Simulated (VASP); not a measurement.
# Rb (Cmcm) in VASP: single point with LDA

Aim: the single point of Rb with LDA.

Everything below comes from runs of VASP 6.6.1. Logs are shortened: lines on timing, memory, paths and dates and some standing lists are left out, and cuts for length are marked.

**1. The cell of the first run**

Symmetry: Cmcm, No. 63, orthorhombic system. Conventional cell: a = 5.215 Å, b = 8.813 Å, c = 8.442 Å, α = 90.00°, β = 90.00°, γ = 90.00°.

**2. Single point, LDA (strain +0.0250 x Voigt [1, 0, 0, 0, 0, 0])**

The input, INCAR:

```
PREC = Accurate
ENCUT = 520
EDIFF = 1E-6
ISMEAR = 0
SIGMA = 0.15
LREAL = False
LASPH = True
NELM = 100
ALGO = Normal
ISIF = 2
LWAVE = False
LCHARG = False
GGA = CA
NBANDS = 16
```

The input, KPOINTS:

```
regular mesh
0
Gamma
  12 12 6
```

The input, POSCAR:

```
Rb
1.0
    5.2154121504      0.0000000000      0.0000000000
   -2.6077060752      4.4065165009      0.0000000000
    0.0000000000      0.0000000000      8.4420579800
Rb
2
Direct
    0.3333333333      0.6666666667      0.2500000000
    0.6666666667      0.3333333333      0.7500000000
```

Potentials or basis: VASP PAW LDA potentials, release 64 (Rb_sv).

Run with:

```sh
cat potpaw_LDA.64/Rb_sv/POTCAR > POTCAR
mpirun -np 1 vasp_std > vasp.out
```

OUTCAR:

```text
PREC = Accurate
   ENCUT = 520
   EDIFF = 1E-6
   ISMEAR = 0
   LREAL = False
   LASPH = True
   NELM = 100
   ISIF = 2
   GGA = CA

 ion  position               nearest neighbor table
   1  0.333  0.667  0.250-   2 5.14   2 5.14   2 5.17   2 5.17   2 5.17   2 5.17
   2  0.667  0.333  0.750-   1 5.14   1 5.14   1 5.17   1 5.17   1 5.17   1 5.17

  Warning from LATTYP: Monoclinic adjustment (A1->A3, A2->A1, A3->A2)!
  LATTYP: Found a base centered orthorhombic cell.
 ALAT       =     5.2154121504
 B/A-ratio  =     1.6898056659
 C/A-ratio  =     1.6186751376

  Lattice vectors:

 A1 = (   2.6077060752,  -4.4065165009,   0.0000000000)
 A2 = (   2.6077060752,   4.4065165009,   0.0000000000)
 A3 = (   0.0000000000,   0.0000000000,   8.4420579800)

Analysis of symmetry for initial positions (statically):
=====================================================================
 Subroutine PRICEL returns:
 Original cell was already a primitive cell.

 Routine SETGRP: Setting up the symmetry group for a
 base centered orthorhombic supercell.

 Subroutine GETGRP returns: Found  8 space group operations
 (whereof  4 operations were pure point group operations)
 out of a pool of  8 trial point group operations.

The static configuration has the point symmetry C_2h.
 The point group associated with its full space group is D_2h.

Analysis of symmetry for dynamics (positions and initial velocities):
=====================================================================
 Subroutine PRICEL returns:
 Original cell was already a primitive cell.

 Routine SETGRP: Setting up the symmetry group for a
 base centered orthorhombic supercell.

 Subroutine GETGRP returns: Found  8 space group operations
 (whereof  4 operations were pure point group operations)
 out of a pool of  8 trial point group operations.

The dynamic configuration has the point symmetry C_2h.
 The point group associated with its full space group is D_2h.

 Subroutine INISYM returns: Found  8 space group operations
 (whereof  4 operations are pure point group operations),
 and found     1 'primitive' translations

----------------------------------------------------------------------------------------

                                     Primitive cell

  volume of cell :     194.0137

  direct lattice vectors                    reciprocal lattice vectors
     5.215412150  0.000000000  0.000000000     0.191739401  0.113468314  0.000000000
    -2.607706075  4.406516501  0.000000000     0.000000000  0.226936629  0.000000000
     0.000000000  0.000000000  8.442057980     0.000000000  0.000000000  0.118454529

  length of vectors
     5.215412150  5.120304546  8.442057980     0.222798241  0.226936629  0.118454529

  position of ions in fractional coordinates (direct lattice)
     0.333333333  0.666666667  0.250000000
     0.666666667  0.333333333  0.750000000

  ion indices of the primitive-cell ions
   primitive index   ion index
                 1           1
                 2           2

----------------------------------------------------------------------------------------

 KPOINTS: regular mesh

Automatic generation of k-mesh.
 Grid dimensions read from file:
 generate k-points for:   12   12    6

 Generating k-lattice:

  Cartesian coordinates                     Fractional coordinates (reciprocal lattice)
     0.015978283  0.009455693  0.000000000     0.083333333  0.000000000  0.000000000
     0.000000000  0.018911386  0.000000000     0.000000000  0.083333333  0.000000000
     0.000000000  0.000000000  0.019742421     0.000000000  0.000000000  0.166666667

  Length of vectors
     0.018566520  0.018911386  0.019742421

  Shift w.r.t. Gamma in fractional coordinates (k-lattice)
     0.000000000  0.000000000  0.000000000

 Subroutine IBZKPT returns following result:
 ===========================================

 Found    172 irreducible k-points:

 Following reciprocal coordinates:
            Coordinates               Weight
  0.000000  0.000000  0.000000      1.000000
  0.083333  0.000000  0.000000      4.000000
  0.166667  0.000000  0.000000      4.000000
  0.250000  0.000000  0.000000      4.000000
  0.333333  0.000000  0.000000      4.000000
  0.416667  0.000000  0.000000      4.000000
[... 16 lines left out ...]
  0.333333  0.166667  0.000000      4.000000
  0.416667  0.166667  0.000000      4.000000
 [... further k-points ...]
   k-points           NKPTS =    172   k-points in BZ     NKDIM =    172   number of bands    NBANDS=     16
   number of dos      NEDOS =    301   number of ions     NIONS =      2
   total plane-waves  NPLWV = 102400
   dimension x,y,z NGX =    40 NGY =   40 NGZ =   64
   dimension x,y,z NGXF=    80 NGYF=   80 NGZF=  128
   ions per type =               2
   NGX,Y,Z   is equivalent  to a cutoff of  12.75, 12.99, 12.60 a.u.
   NGXF,Y,Z  is equivalent  to a cutoff of  25.50, 25.97, 25.21 a.u.
 SYSTEM =  unknown system
   PREC   = accura    normal or accurate (medium, high low for compatibility)
   ISTART =      0    job   : 0-new  1-cont  2-samecut
   ICHARG =      2    charge: 1-file 2-atom 10-const
   ISPIN  =      1    spin polarized calculation?
   LNONCOLLINEAR =      F non collinear calculations
   LSORBIT =      F    spin-orbit coupling
   LASPH  =      T    aspherical Exc in radial PAW
   ENCUT  =  520.0 eV  38.22 Ry    6.18 a.u.   9.70  9.52 15.70*2*pi/ulx,y,z
   NELM   =    100;   NELMIN=  2; NELMDL= -5     # of ELM steps
   EDIFF  = 0.1E-05   stopping-criterion for ELM
   LREAL  =      F    real-space projection
   EDIFFG = 0.1E-04   stopping-criterion for IOM
   NSW    =      0    number of steps for IOM
   IBRION =     -1    ionic relax: 0-MD 1-quasi-New 2-CG
   NFREE  =      0    steps in history (QN), initial steepest desc. (CG)
   ISIF   =      2    stress and relaxation
   ISYM   =      2    0-nonsym 1-usesym 2-fastsym
   POTIM  = 0.5000    time-step for ionic-motion
   TEBEG  =    0.0;   TEEND  =   0.0 temperature during run
   PSTRESS=    0.0 pullay stress
   NELECT =      18.0000    total number of electrons
   NUPDOWN=      -1.0000    fix difference up-down
   EMIN   =  10.00;   EMAX   =-10.00  energy-range for DOS
   EFERMI =   0.00;   METHOD = LEGACY
   ISMEAR =     0;   SIGMA  =   0.15  broadening in eV -4-tet -1-fermi 0-gaus
   EFERMI_NEDOS =   21; number of points for ismear=-14 and -15
   IALGO  =     38    algorithm
   IMIX   =      4    mixing-type and parameters
     AMIX     =   0.40;   BMIX     =  1.00
     AMIX_MAG =   1.60;   BMIX_MAG =  1.00
  volume/ion in A,a.u.               =      97.01       654.63
  Fermi-wavevector in a.u.,A,eV,Ry     =   0.741119  1.400513  7.473109  0.549258
  Thomas-Fermi vector in A             =   1.835684
   LORBIT       =      0    0 simple, 1 ext, 2 COOP (PROOUT), +10 PAW based schemes
   GGA     = CA    functional components
   LHFCALC =     F    Hartree Fock is set to
   AEXX    =    0.0000 exact exchange contribution
   IVDW    =     0    specifies the selected vdW correction
   LEPSILON=     F    determine dielectric tensor
   LRPA    =     F    only Hartree local field effects (RPA)
 non-spin polarized calculation
 Gauss-broadening in eV      SIGMA  =   0.15
  energy-cutoff  :      520.00
  volume of cell :      194.01
 maximum number of plane-waves:      5279
   NGX = 19   NGY = 19   NGZ = 31

 number of electron      18.0000000 magnetization

 Free energy of the ion-electron system (eV)
  ---------------------------------------------------
  ext. energy  EPLUGINS =         0.00000000
  ---------------------------------------------------
  free energy    TOTEN  =        -2.05996126 eV

  energy without entropy =       -2.03931970  energy(sigma->0) =       -2.04964048

 E-fermi :  -0.3502     XC(G=0):  -5.5150

 val. band max:       -0.3537067565   @ k =   0.0833   0.4167   0.1667
 cond. band min:      -0.3475302212   @ k =   0.5000   0.0000   0.0000
 fundamental gap:      0.0061765353
 Fermi energy:        -0.3502043076

 k-point     1 :       0.0000    0.0000    0.0000
  band No.  band energies     occupation
      1     -29.1681      2.00000
      2     -29.1653      2.00000
      3     -13.3514      2.00000
      4     -13.2864      2.00000
      5     -13.2848      2.00000
      6     -13.2758      2.00000
[... 8 lines left out ...]
     15       3.2981      0.00000
     16       3.4653      0.00000

 k-point     2 :       0.0833    0.0000    0.0000
  band No.  band energies     occupation
      1     -29.1679      2.00000
      2     -29.1653      2.00000
      3     -13.3498      2.00000
      4     -13.2899      2.00000
      5     -13.2863      2.00000
      6     -13.2794      2.00000
[... 8 lines left out ...]
     15       3.2460      0.00000
     16       3.5010      0.00000

 k-point     3 :       0.1667    0.0000    0.0000
  band No.  band energies     occupation
      1     -29.1675      2.00000
      2     -29.1650      2.00000
      3     -13.3450      2.00000
      4     -13.3005      2.00000
      5     -13.2903      2.00000
      6     -13.2895      2.00000
[... 8 lines left out ...]
     15       3.2375      0.00000
     16       3.4123      0.00000

 k-point     4 :       0.2500    0.0000    0.0000
  band No.  band energies     occupation
      1     -29.1668      2.00000
      2     -29.1648      2.00000
      3     -13.3379      2.00000
      4     -13.3151      2.00000
      5     -13.3050      2.00000
      6     -13.2937      2.00000
[... 8 lines left out ...]
     15       3.3104      0.00000
     16       3.4381      0.00000

 k-point     5 :       0.3333    0.0000    0.0000
  band No.  band energies     occupation
      1     -29.1662      2.00000
      2     -29.1645      2.00000
      3     -13.3299      2.00000
      4     -13.3296      2.00000
      5     -13.3194      2.00000
      6     -13.2978      2.00000
[... 8 lines left out ...]
     15       3.1359      0.00000
     16       3.6845      0.00000

 k-point     6 :       0.4167    0.0000    0.0000
  band No.  band energies     occupation
      1     -29.1656      2.00000
      2     -29.1644      2.00000
      3     -13.3408      2.00000
      4     -13.3297      2.00000
      5     -13.3220      2.00000
      6     -13.3007      2.00000
[... 8 lines left out ...]
     15       3.0258      0.00000
     16       3.7216      0.00000

 k-point     7 :       0.5000    0.0000    0.0000
  band No.  band energies     occupation
      1     -29.1654      2.00000
      2     -29.1644      2.00000
      3     -13.3447      2.00000
      4     -13.3335      2.00000
      5     -13.3186      2.00000
      6     -13.3018      2.00000
[... 8 lines left out ...]
     15       2.9883      0.00000
     16       3.6498      0.00000

 k-point     8 :       0.0000    0.0833    0.0000
  band No.  band energies     occupation
      1     -29.1679      2.00000
      2     -29.1652      2.00000
      3     -13.3497      2.00000
      4     -13.2889      2.00000
      5     -13.2878      2.00000
      6     -13.2784      2.00000
[... 8 lines left out ...]
     15       3.2848      0.00000
     16       3.3710      0.00000

 k-point     9 :       0.0833    0.0833    0.0000
  band No.  band energies     occupation
      1     -29.1676      2.00000
      2     -29.1651      2.00000
      3     -13.3464      2.00000
      4     -13.2966      2.00000
      5     -13.2912      2.00000
      6     -13.2851      2.00000
[... 8 lines left out ...]
     15       3.3371      0.00000
     16       3.3516      0.00000
[... 172 lines left out ...]
 k-point    19 :       0.0000    0.1667    0.0000
  band No.  band energies     occupation
      1     -29.1674      2.00000
      2     -29.1650      2.00000
      3     -13.3446      2.00000
      4     -13.3004      2.00000
      5     -13.2915      2.00000
      6     -13.2900      2.00000
[... 8 lines left out ...]
     15       3.2478      0.00000
     16       3.4347      0.00000

 k-point    20 :       0.0833    0.1667    0.0000
  band No.  band energies     occupation
      1     -29.1670      2.00000
      2     -29.1648      2.00000
      3     -13.3400      2.00000
      4     -13.3089      2.00000
      5     -13.3025      2.00000
      6     -13.2921      2.00000
[... 8 lines left out ...]
     15       3.2071      0.00000
     16       3.3063      0.00000

 k-point    21 :       0.1667    0.1667    0.0000
  band No.  band energies     occupation
      1     -29.1664      2.00000
      2     -29.1646      2.00000
      3     -13.3333      2.00000
      4     -13.3184      2.00000
      5     -13.3163      2.00000
      6     -13.2958      2.00000
[... 8 lines left out ...]
     15       2.8816      0.00000
     16       3.4636      0.00000

 k-point    22 :       0.2500    0.1667    0.0000
  band No.  band energies     occupation
      1     -29.1658      2.00000
      2     -29.1644      2.00000
      3     -13.3297      2.00000
      4     -13.3254      2.00000
      5     -13.3253      2.00000
      6     -13.3017      2.00000
[... 8 lines left out ...]
     15       2.6692      0.00000
     16       3.2988      0.00000

 k-point    23 :       0.3333    0.1667    0.0000
  band No.  band energies     occupation
      1     -29.1653      2.00000
      2     -29.1643      2.00000
      3     -13.3379      2.00000
      4     -13.3293      2.00000
      5     -13.3180      2.00000
      6     -13.3074      2.00000
[... 8 lines left out ...]
     15       2.5508      0.00000
     16       2.9937      0.00000

 k-point    24 :       0.4167    0.1667    0.0000
  band No.  band energies     occupation
      1     -29.1651      2.00000
      2     -29.1644      2.00000
      3     -13.3401      2.00000
      4     -13.3290      2.00000
      5     -13.3147      2.00000
      6     -13.3106      2.00000
[... 8 lines left out ...]
     15       2.5054      0.00000
     16       2.7735      0.00000

 [... further k-points ...]
[... 5 lines left out ...]
  --------------------------------------------------------------------------------------
  -------------------------------------------------------------------------------------
  Total       -0.6416145     -0.5843811     -0.6462117      0.0000000     -0.0000000      0.0000000
  in kB       -5.2984934     -4.8258560     -5.3364576      0.0000000     -0.0000000      0.0000000
  external PRESSURE =      -5.1536023 kB  Pullay stress =       0.0000000 kB

 VOLUME and BASIS-vectors are now :
 -----------------------------------------------------------------------------
  energy-cutoff  :      520.00
  volume of cell :      194.01
      direct lattice vectors                 reciprocal lattice vectors
     5.215412150  0.000000000  0.000000000     0.191739401  0.113468314  0.000000000
    -2.607706075  4.406516501  0.000000000     0.000000000  0.226936629  0.000000000
     0.000000000  0.000000000  8.442057980     0.000000000  0.000000000  0.118454529

 POSITION                                       TOTAL-FORCE (eV/Angst)
 -----------------------------------------------------------------------------------
     -0.00000      2.93768      2.11051         0.000000     -0.002924     -0.000000
      2.60771      1.46884      6.33154         0.000000      0.002924      0.000000
 -----------------------------------------------------------------------------------
    total drift:                               -0.000000      0.000000     -0.000000

  FREE ENERGIE OF THE ION-ELECTRON SYSTEM (eV)
  ---------------------------------------------------
  free  energy   TOTEN  =        -2.0599612613 eV

  energy  without entropy=       -2.0393197017  energy(sigma->0) =       -2.04964048
```

Wall time 3.7 min (1 thread of AMD EPYC 9R45 (Zen 5), shared host); peak memory 0.52 GiB.

Results:

```yaml
Free_energy: -2.0600 eV
Pressure: -0.5 GPa
Band_gap_on_the_k_mesh: zero (bands 9 and 10 overlap by 2.36 eV)
```

Forces in eV/Å, atoms in the order of the input:
```
Rb   0.000 -0.003  0.000
Rb   0.000  0.003  0.000
```

Caveat: the cell differs from its parent crystal (strain +0.0250 x Voigt [1, 0, 0, 0, 0, 0]).
